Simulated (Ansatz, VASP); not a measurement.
# Two plane-wave programs on MgW2Se6

Contents of INCAR:

```
SYSTEM = MgW2Se6
  ALGO = Normal
  EDIFF = 1E-7
  ENCUT = 520
  GGA = PE
  ISIF = 2
  ISMEAR = 0
  ISPIN = 2
  LASPH = .True.
  LCHARG = .False.
  LMAXMIX = 4
  LORBIT = 11
  LREAL = .False.
  LWAVE = .False.
  MAGMOM = 0 0 0 0 0 0 0 0 0
  NBANDS = 47
  NELM = 150
  PREC = Accurate
  SIGMA = 0.1
```

KPOINTS

```
k-points
0
Gamma
  4 4 4
  0 0 0
```

File POSCAR:

```
MgW2Se6
1.0
    0.0000000000      4.9329127400      4.9329127400
    4.9329127400      0.0000000000      4.9329127400
    4.9329127400      4.9329127400      0.0000000000
Mg W Se
1 2 6
Direct
    0.0000000000      0.0000000000      0.0000000000
    0.7500000000      0.7500000000      0.7500000000
    0.2500000000      0.2500000000      0.2500000000
    0.5000000000      0.0000000000      0.0000000000
    0.0000000000      0.5000000000      0.5000000000
    0.0000000000      0.5000000000      0.0000000000
    0.5000000000      0.0000000000      0.5000000000
    0.0000000000      0.0000000000      0.5000000000
    0.5000000000      0.5000000000      0.0000000000
```

Input for Ansatz:

```yaml
crystal:
  lattice:
    - [0.0, 4.93291274, 4.93291274]
    - [4.93291274, 0.0, 4.93291274]
    - [4.93291274, 4.93291274, 0.0]
  atoms:
    - { symbol: Mg, position: [0.0, 0.0, 0.0] }
    - { symbol: W, position: [0.75, 0.75, 0.75] }
    - { symbol: W, position: [0.25, 0.25, 0.25] }
    - { symbol: Se, position: [0.5, 0.0, 0.0] }
    - { symbol: Se, position: [0.0, 0.5, 0.5] }
    - { symbol: Se, position: [0.0, 0.5, 0.0] }
    - { symbol: Se, position: [0.5, 0.0, 0.5] }
    - { symbol: Se, position: [0.0, 0.0, 0.5] }
    - { symbol: Se, position: [0.5, 0.5, 0.0] }
basis:
  ecutwfc: 420
kpoints:
  mp_grid: { grid: [4, 4, 4] }
hamiltonian:
  xc: pbe
scf:
  occupations: { method: gaussian, width: 0.1 }
  lower_state_search: "off"
output:
  forces: true
  stress: true
  eigenvalues: true
  populations: true
magnetization:
  spin_polarized: true
```

Change from the starting cell: ordered vacancies on the A sites of perovskite (Fm-3m, No. 225).

Alike in both runs: task single point; functional PBE; k mesh 4 × 4 × 4; occupations gaussian, width 0.1 eV; collinear spin.

```csv
,VASP,Ansatz
version,VASP 6.6.1,Ansatz 0.2.0
potentials or method,"VASP PAW PBE potentials, release 64 (Mg, W_sv, Se), cutoff 520 eV","scalar-relativistic, plane waves, PAW"
valence electrons in the cell,66,134
```

Ansatz gave:

* gap on the k mesh at the Fermi level (eV): none
* pressure (GPa): 1.2
* net moment per atom (μB): 0.00

Q: Estimate VASP's values.

A: gap on the k mesh at the Fermi level (eV): none; pressure (GPa): 1.3; net moment per atom (μB): 0.00.

A gap of «none» marks a metal or a gap that the smearing closes. VASP's potentials hold 66 valence electrons a cell and Ansatz's 134, so a difference there can come from the potentials and not from the codes. Ansatz's warnings: no starting moments.

Spin-orbit coupling is off throughout.
